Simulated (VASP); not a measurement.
Input of a VASP 6.6.1 run:

Contents of INCAR:

```
ALGO = Normal
EDIFF = 1E-7
ENCUT = 520
GGA = PS
ISIF = 2
ISMEAR = -1
LASPH = True
LCHARG = True
LELF = True
LREAL = False
LVHAR = True
LWAVE = False
NBANDS = 24
NELM = 60
PREC = Accurate
SIGMA = 0.1
```

KPOINTS

```
k-points
0
Gamma
  15 15 4
```

POSCAR

```
Os
1.0
    2.7530794225      0.0000000000      0.0000000000
   -1.3765397113      2.3842367185      0.0000000000
    0.0000000000      0.0000000000      8.8396632197
Os
4
Direct
    0.0000000000      1.0000000000      1.0000000000
    1.0000000000      0.0000000000      0.5000000000
    0.3333333333      0.6666666667      0.2500000000
    0.6666666667      0.3333333333      0.7500000000
```

Potentials or basis: VASP PAW PBE potentials, release 64 (Os).

Launch:

```sh
$ cat potpaw_PBE.64/Os/POTCAR > POTCAR
$ mpirun -np 1 vasp_std > vasp.out
```

Q: Predict the pressure.

A: -15.3 GPa.

Q: Estimate the band gap on the k mesh.

A: Zero (bands 16 and 17 overlap by 3.40 eV).

Stress tensor (GPa, compression positive):
```
-15.63   0.00   0.00
  0.00 -15.63   0.00
  0.00   0.00 -14.66
```

Caveat: the cell stands under tension; the PAW data sets were made with another functional, which shifts forces and pressure a little; spin-orbit coupling is left out, which moves the levels of the heavy elements.
